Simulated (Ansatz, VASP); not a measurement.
One calculation of Na2BrF, two programs

```xyz
4
Lattice="3.9302 0.0000 0.0000 0.0000 3.9302 0.0000 0.0000 0.0000 5.4955" Properties=species:S:1:pos:R:3 pbc="T T T"
Na    0.0000    0.0000    0.0000
Na    1.9651    1.9651    2.7478
Br    1.9651    1.9651    0.0000
F     0.0000    0.0000    2.7478
```

Alike in both runs: functional PBE; k mesh 6 × 6 × 4; occupations gaussian, width 0.1 eV; no spin polarisation.

Ansatz relaxed the structure, and its values are those at the end. VASP's run is a single point on that final structure, the one shown.

|  | VASP | Ansatz |
| --- | --- | --- |
| version | VASP 6.6.1 | Ansatz 0.2.0 |
| potentials or method | VASP PAW PBE potentials, release 64 (Na_pv, Br, F), cutoff 520 eV | scalar-relativistic, plane waves, PAW |
| valence electrons in the cell | 28 | 32 |

Ansatz gave:

```
gap on the k mesh at the Fermi level (eV) : 4.52
least direct gap on the mesh (eV)         : 4.52
pressure (GPa)                            : 0.4
```

Q: Which values does VASP return?

A: gap on the k mesh at the Fermi level (eV): 4.51; least direct gap on the mesh (eV): 4.51; pressure (GPa): 0.3.

VASP's potentials hold 28 valence electrons a cell and Ansatz's 32, so a difference there can come from the potentials and not from the codes.
